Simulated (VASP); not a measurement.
# Si2Ni (Fm-3m) in VASP: a series of runs

Runs on Si2Ni. Level: PBE+U. Tasks: single point.

Program: VASP 6.6.1. These are calculated values, not measurements. Logs are shortened: lines on timing, memory, paths and dates and some standing lists are left out, and cuts for length are marked.

## Step 1: The cell of the first run

It takes space group Fm-3m (No. 225, cubic). Conventional cell: a = 5.448 Å, b = 5.448 Å, c = 5.448 Å, α = 90.00°, β = 90.00°, γ = 90.00°. Within 3.1 Å of Ni (site symmetry m-3m) lie 8 Si at 2.36 Å. Si (site symmetry -43m) has 4 Ni at 2.36 Å and 6 Si at 2.72 Å within 3.1 Å.

## Step 2: Single point, PBE+U, collinear spin, ferromagnetic start

File INCAR:

```
  PREC = Accurate
  ENCUT = 520
  EDIFF = 1E-6
  ISMEAR = -1
  SIGMA = 0.05
  LREAL = False
  LASPH = True
  NELM = 150
  ALGO = Normal
  ISIF = 2
  LWAVE = False
  LCHARG = False
  ISPIN = 2
  MAGMOM = 1 0 0
  LORBIT = 11
  LMAXMIX = 4
  LDAU = True
  LDAUTYPE = 2
  LDAUL = 2 -1
  LDAUU = 8 0
  LDAUJ = 0 0
  LDAUPRINT = 1
  GGA = PE
  NBANDS = 20
```

File KPOINTS:

```
regular mesh
0
Gamma
  9 9 9
```

File POSCAR:

```
Si2Ni
1.0
    0.0000000000      2.7238025003      2.7238025003
    2.7238025003      0.0000000000      2.7238025003
    2.7238025003      2.7238025003      0.0000000000
Ni Si
1 2
Direct
    0.0000000000      0.0000000000      0.0000000000
    0.7500000000      0.7500000000      0.7500000000
    0.2500000000      0.2500000000      0.2500000000
```

Potentials or basis: VASP PAW PBE potentials, release 64 (Ni, Si).

Command:

```bash
$ cat potpaw_PBE.64/Ni/POTCAR potpaw_PBE.64/Si/POTCAR > POTCAR
$ mpirun -np 1 vasp_std > vasp.out
```

OUTCAR:

```text
PREC = Accurate
   ENCUT = 520
   EDIFF = 1E-6
   ISMEAR = -1
   LREAL = False
   LASPH = True
   NELM = 150
   ISIF = 2
   ISPIN = 2
   LORBIT = 11
   GGA = PE

 ion  position               nearest neighbor table
   1  0.000  0.000  0.000-   2 2.36   2 2.36   2 2.36   2 2.36   3 2.36   3 2.36   3 2.36   3 2.36

   2  0.750  0.750  0.750-   1 2.36   1 2.36   1 2.36   1 2.36   3 2.72   3 2.72   3 2.72   3 2.72
                             3 2.72   3 2.72
   3  0.250  0.250  0.250-   1 2.36   1 2.36   1 2.36   1 2.36   2 2.72   2 2.72   2 2.72   2 2.72
                             2 2.72   2 2.72

  LATTYP: Found a face centered cubic cell.
 ALAT       =     5.4476050006

  Lattice vectors:

 A1 = (   0.0000000000,   2.7238025003,   2.7238025003)
 A2 = (   2.7238025003,   0.0000000000,   2.7238025003)
 A3 = (   2.7238025003,   2.7238025003,   0.0000000000)

Analysis of symmetry for initial positions (statically):
=====================================================================
 Subroutine PRICEL returns:
 Original cell was already a primitive cell.

 Routine SETGRP: Setting up the symmetry group for a
 face centered cubic supercell.

 Subroutine GETGRP returns: Found 48 space group operations
 (whereof 48 operations were pure point group operations)
 out of a pool of 48 trial point group operations.

The static configuration has the point symmetry O_h .

Analysis of symmetry for dynamics (positions and initial velocities):
=====================================================================
 Subroutine PRICEL returns:
 Original cell was already a primitive cell.

 Routine SETGRP: Setting up the symmetry group for a
 face centered cubic supercell.

 Subroutine GETGRP returns: Found 48 space group operations
 (whereof 48 operations were pure point group operations)
 out of a pool of 48 trial point group operations.

The dynamic configuration has the point symmetry O_h .

Analysis of structural, dynamic, and magnetic symmetry:
=====================================================================
 Subroutine PRICEL returns:
 Original cell was already a primitive cell.

 Routine SETGRP: Setting up the symmetry group for a
 face centered cubic supercell.

 Subroutine GETGRP returns: Found 48 space group operations
 (whereof 48 operations were pure point group operations)
 out of a pool of 48 trial point group operations.

The overall configuration has the point symmetry O_h .

 Subroutine INISYM returns: Found 48 space group operations
 (whereof 48 operations are pure point group operations),
 and found     1 'primitive' translations

----------------------------------------------------------------------------------------

                                     Primitive cell

  volume of cell :      40.4163

  direct lattice vectors                    reciprocal lattice vectors
     0.000000000  2.723802500  2.723802500    -0.183566907  0.183566907  0.183566907
     2.723802500  0.000000000  2.723802500     0.183566907 -0.183566907  0.183566907
     2.723802500  2.723802500  0.000000000     0.183566907  0.183566907 -0.183566907

  length of vectors
     3.852038437  3.852038437  3.852038437     0.317947209  0.317947209  0.317947209

  position of ions in fractional coordinates (direct lattice)
     0.000000000  0.000000000  0.000000000
     0.750000000  0.750000000  0.750000000
     0.250000000  0.250000000  0.250000000

  ion indices of the primitive-cell ions
   primitive index   ion index
                 1           1
                 2           2
                 3           3

----------------------------------------------------------------------------------------

 KPOINTS: regular mesh

Automatic generation of k-mesh.
 Grid dimensions read from file:
 generate k-points for:    9    9    9

 Generating k-lattice:

  Cartesian coordinates                     Fractional coordinates (reciprocal lattice)
    -0.020396323  0.020396323  0.020396323     0.111111111  0.000000000  0.000000000
     0.020396323 -0.020396323  0.020396323     0.000000000  0.111111111  0.000000000
     0.020396323  0.020396323 -0.020396323     0.000000000  0.000000000  0.111111111

  Length of vectors
     0.035327468  0.035327468  0.035327468

  Shift w.r.t. Gamma in fractional coordinates (k-lattice)
     0.000000000  0.000000000  0.000000000

 Subroutine IBZKPT returns following result:
 ===========================================

 Found     35 irreducible k-points:

 Following reciprocal coordinates:
            Coordinates               Weight
  0.000000  0.000000  0.000000      1.000000
  0.111111  0.000000  0.000000      8.000000
  0.222222  0.000000  0.000000      8.000000
  0.333333  0.000000  0.000000      8.000000
  0.444444  0.000000  0.000000      8.000000
  0.111111  0.111111  0.000000      6.000000
[... 16 lines left out ...]
 -0.333333  0.333333  0.000000     12.000000
  0.444444  0.444444  0.000000      6.000000
 [... further k-points ...]
   k-points           NKPTS =     35   k-points in BZ     NKDIM =     35   number of bands    NBANDS=     20
   number of dos      NEDOS =    301   number of ions     NIONS =      3
   total plane-waves  NPLWV =  27000
   dimension x,y,z NGX =    30 NGY =   30 NGZ =   30
   dimension x,y,z NGXF=    60 NGYF=   60 NGZF=   60
   ions per type =               1   2
   NGX,Y,Z   is equivalent  to a cutoff of  12.95, 12.95, 12.95 a.u.
   NGXF,Y,Z  is equivalent  to a cutoff of  25.89, 25.89, 25.89 a.u.
 SYSTEM =  unknown system
   PREC   = accura    normal or accurate (medium, high low for compatibility)
   ISTART =      0    job   : 0-new  1-cont  2-samecut
   ICHARG =      2    charge: 1-file 2-atom 10-const
   ISPIN  =      2    spin polarized calculation?
   LNONCOLLINEAR =      F non collinear calculations
   LSORBIT =      F    spin-orbit coupling
   LASPH  =      T    aspherical Exc in radial PAW
   ENCUT  =  520.0 eV  38.22 Ry    6.18 a.u.   7.16  7.16  7.16*2*pi/ulx,y,z
   NELM   =    150;   NELMIN=  2; NELMDL= -5     # of ELM steps
   EDIFF  = 0.1E-05   stopping-criterion for ELM
   LREAL  =      F    real-space projection
   EDIFFG = 0.1E-04   stopping-criterion for IOM
   NSW    =      0    number of steps for IOM
   IBRION =     -1    ionic relax: 0-MD 1-quasi-New 2-CG
   NFREE  =      0    steps in history (QN), initial steepest desc. (CG)
   ISIF   =      2    stress and relaxation
   ISYM   =      2    0-nonsym 1-usesym 2-fastsym
   POTIM  = 0.5000    time-step for ionic-motion
   TEBEG  =    0.0;   TEEND  =   0.0 temperature during run
   PSTRESS=    0.0 pullay stress
   NELECT =      18.0000    total number of electrons
   NUPDOWN=      -1.0000    fix difference up-down
   EMIN   =  10.00;   EMAX   =-10.00  energy-range for DOS
   EFERMI =   0.00;   METHOD = LEGACY
   ISMEAR =    -1;   SIGMA  =   0.05  broadening in eV -4-tet -1-fermi 0-gaus
   EFERMI_NEDOS =   21; number of points for ismear=-14 and -15
   IALGO  =     38    algorithm
   IMIX   =      4    mixing-type and parameters
     AMIX     =   0.40;   BMIX     =  1.00
     AMIX_MAG =   1.60;   BMIX_MAG =  1.00
  volume/ion in A,a.u.               =      13.47        90.91
  Fermi-wavevector in a.u.,A,eV,Ry     =   1.250202  2.362538 21.265961  1.563004
  Thomas-Fermi vector in A             =   2.384207
   LORBIT       =     11    0 simple, 1 ext, 2 COOP (PROOUT), +10 PAW based schemes
 LDA+U is selected, type is set to LDAUTYPE =  2
   angular momentum for each species LDAUL =     2   -1
   U (eV)           for each species LDAUU =   8.0  0.0
   J (eV)           for each species LDAUJ =   0.0  0.0
   GGA     = PE    functional components
   LHFCALC =     F    Hartree Fock is set to
   AEXX    =    0.0000 exact exchange contribution
   IVDW    =     0    specifies the selected vdW correction
   LEPSILON=     F    determine dielectric tensor
   LRPA    =     F    only Hartree local field effects (RPA)
 spin polarized calculation
  energy-cutoff  :      520.00
  volume of cell :       40.42
 maximum number of plane-waves:      1113
 NGX is ok and might be reduce to    30
   NGX = 15   NGY = 15   NGZ = 15

 number of electron      17.9999991 magnetization      -0.0003740

atom =   1  type =  1  l = 2

 onsite density matrix

spin component  1

  0.8754 -0.0000  0.0000 -0.0000 -0.0000
 -0.0000  0.8754 -0.0000 -0.0000 -0.0000
  0.0000 -0.0000  0.9274 -0.0000  0.0000
 -0.0000 -0.0000 -0.0000  0.8754 -0.0000
 -0.0000 -0.0000  0.0000 -0.0000  0.9274

spin component  2

  0.8754 -0.0000  0.0000 -0.0000 -0.0000
 -0.0000  0.8754 -0.0000 -0.0000 -0.0000
  0.0000 -0.0000  0.9274 -0.0000  0.0000
 -0.0000 -0.0000 -0.0000  0.8754 -0.0000
 -0.0000 -0.0000  0.0000 -0.0000  0.9274

 occupancies and eigenvectors

  o =  0.8754  v =  0.0000  0.0000  0.0000  0.0000  0.0000  1.0000  0.0000  0.0000  0.0000  0.0000      0.0000  0.0000  0.0000  0.0000  0.0000  0.0000  0.0000  0.0000  0.0000  0.0000
  o =  0.8754  v =  0.0000  0.0000  0.0000  0.0000  0.0000  0.0000  0.1710  0.0000 -0.9853  0.0000      0.0000  0.0000  0.0000  0.0000  0.0000  0.0000  0.0000  0.0000  0.0000  0.0000
  o =  0.8754  v =  0.0000  0.0000  0.0000  0.0000  0.0000  0.0000  0.9853 -0.0000  0.1710 -0.0000      0.0000  0.0000  0.0000  0.0000  0.0000  0.0000  0.0000  0.0000  0.0000  0.0000
  o =  0.8754  v =  0.0000 -0.3545 -0.0000  0.9351 -0.0000  0.0000  0.0000  0.0000  0.0000  0.0000      0.0000  0.0000  0.0000  0.0000  0.0000  0.0000  0.0000  0.0000  0.0000  0.0000
  o =  0.8754  v =  1.0000  0.0000  0.0000  0.0000  0.0000  0.0000  0.0000  0.0000  0.0000  0.0000      0.0000  0.0000  0.0000  0.0000  0.0000  0.0000  0.0000  0.0000  0.0000  0.0000
  o =  0.8754  v =  0.0000 -0.9351  0.0000 -0.3545  0.0000  0.0000  0.0000  0.0000  0.0000  0.0000      0.0000  0.0000  0.0000  0.0000  0.0000  0.0000  0.0000  0.0000  0.0000  0.0000
  o =  0.9274  v =  0.0000 -0.0000  0.9921  0.0000  0.1254  0.0000  0.0000  0.0000  0.0000  0.0000      0.0000  0.0000  0.0000  0.0000  0.0000  0.0000  0.0000  0.0000  0.0000  0.0000
  o =  0.9274  v =  0.0000  0.0000 -0.1254  0.0000  0.9921  0.0000  0.0000  0.0000  0.0000  0.0000      0.0000  0.0000  0.0000  0.0000  0.0000  0.0000  0.0000  0.0000  0.0000  0.0000
  o =  0.9274  v =  0.0000  0.0000  0.0000  0.0000  0.0000  0.0000 -0.0000 -0.9771 -0.0000  0.2126      0.0000  0.0000  0.0000  0.0000  0.0000  0.0000  0.0000  0.0000  0.0000  0.0000
  o =  0.9274  v =  0.0000  0.0000  0.0000  0.0000  0.0000  0.0000 -0.0000 -0.2126 -0.0000 -0.9771      0.0000  0.0000  0.0000  0.0000  0.0000  0.0000  0.0000  0.0000  0.0000  0.0000

 number of electron      17.9999991 magnetization       0.0001077

 Free energy of the ion-electron system (eV)
  ---------------------------------------------------
  ext. energy  EPLUGINS =         0.00000000
  ---------------------------------------------------
  free energy    TOTEN  =       -12.88119277 eV

  energy without entropy =      -12.87395991  energy(sigma->0) =      -12.87757634

 E-fermi :   9.5608     XC(G=0): -11.4428

 val. band max:        9.5512396304   @ k =  -0.4444   0.4444   0.1111
 cond. band min:       9.5620459054   @ k =  -0.4444   0.3333   0.0000
 fundamental gap:      0.0108062750
 Fermi energy:         9.5607926101

 spin component 1

 k-point     1 :       0.0000    0.0000    0.0000
  band No.  band energies     occupation
      1      -3.5656      1.00000
      2       4.0148      1.00000
      3       4.0148      1.00000
      4       4.0148      1.00000
      5       5.1331      1.00000
      6       5.1331      1.00000
[... 541 lines left out ...]
     19      23.2137      0.00000
     20      23.4915      0.00000

 [... further k-points ...]

 spin component 2

 k-point     1 :       0.0000    0.0000    0.0000
  band No.  band energies     occupation
      1      -3.5656      1.00000
      2       4.0151      1.00000
      3       4.0151      1.00000
      4       4.0151      1.00000
      5       5.1331      1.00000
      6       5.1331      1.00000
[... 541 lines left out ...]
     19      23.2137      0.00000
     20      23.4915      0.00000

 [... further k-points ...]

------------------------ aborting loop because EDIFF is reached ----------------------------------------

  FORCE on cell =-STRESS in cart. coord.  units (eV):
  Direction    XX          YY          ZZ          XY          YZ          ZX
  --------------------------------------------------------------------------------------
  -------------------------------------------------------------------------------------
  Total       -1.9468172     -1.9468172     -1.9468172     -0.0000000      0.0000000     -0.0000000
  in kB      -77.1754038    -77.1754038    -77.1754038     -0.0000000      0.0000000     -0.0000000
  external PRESSURE =     -77.1754038 kB  Pullay stress =       0.0000000 kB

 VOLUME and BASIS-vectors are now :
 -----------------------------------------------------------------------------
  energy-cutoff  :      520.00
  volume of cell :       40.42
      direct lattice vectors                 reciprocal lattice vectors
     0.000000000  2.723802500  2.723802500    -0.183566907  0.183566907  0.183566907
     2.723802500  0.000000000  2.723802500     0.183566907 -0.183566907  0.183566907
     2.723802500  2.723802500  0.000000000     0.183566907  0.183566907 -0.183566907

 POSITION                                       TOTAL-FORCE (eV/Angst)
 -----------------------------------------------------------------------------------
      0.00000      0.00000      0.00000         0.000000     -0.000000      0.000000
      4.08570      4.08570      4.08570        -0.000000     -0.000000      0.000000
      1.36190      1.36190      1.36190        -0.000000      0.000000     -0.000000
 -----------------------------------------------------------------------------------
    total drift:                                0.000000     -0.000000     -0.000000

  FREE ENERGIE OF THE ION-ELECTRON SYSTEM (eV)
  ---------------------------------------------------
  free  energy   TOTEN  =       -12.8811927712 eV

  energy  without entropy=      -12.8739599073  energy(sigma->0) =      -12.87757634

 total charge

# of ion       s       p       d       tot
------------------------------------------
    1        0.505   0.688   8.916  10.109
    2        0.751   0.807   0.000   1.558
    3        0.751   0.807   0.000   1.558
--------------------------------------------------
tot          2.006   2.302   8.916  13.225

 magnetization (x)

# of ion       s       p       d       tot
------------------------------------------
    1        0.000  -0.000   0.000   0.000
    2        0.000  -0.000   0.000   0.000
    3        0.000  -0.000   0.000   0.000
--------------------------------------------------
tot          0.000  -0.000   0.000   0.000
```

Run time: 33 s. Hardware: 1 thread of Intel Xeon 6975P-C (Granite Rapids), shared host; peak memory 0.21 GiB.

What came out:

```yaml
Free_energy: -12.8812 eV
Pressure: -7.7 GPa
Band_gap_on_the_k_mesh: zero (filled and empty bands overlap)
Net_moment: 0.00 μB per cell
Valence_electrons_inside_the_program's_atomic_spheres: Ni 10.11; Si 1.56
```

Levels at points of the mesh, in eV from the Fermi level:
Spin up:
```tsv
k point	band 5	band 6	band 7	band 8	band 9	band 10	band 11	band 12	band 13	band 14
(0.00, 0.00, 0.00)	-4.43	-4.43	-0.13	1.63	1.63	1.63	3.05	3.05	3.05	5.05
```
Spin down:
| k point | band 6 | band 7 | band 8 | band 9 | band 10 | band 11 | band 12 | band 13 |
| --- | --- | --- | --- | --- | --- | --- | --- | --- |
| (0.00, 0.00, 0.00) | -4.43 | -0.13 | 1.63 | 1.63 | 1.63 | 3.05 | 3.05 | 3.05 |

Eigenvalues of the final occupation matrices:
| site | spin | trace | eigenvalues |
| --- | --- | --- | --- |
| site 1 d | 1 | 4.48 | 0.88 0.88 0.88 0.93 0.93 |
| site 1 d | 2 | 4.48 | 0.88 0.88 0.88 0.93 0.93 |

Caveat: the U is typed as a test and isn't derived for this compound. The state reached can hang on the start; a lower one may exist.

(Part 1 of 2 ends here.)
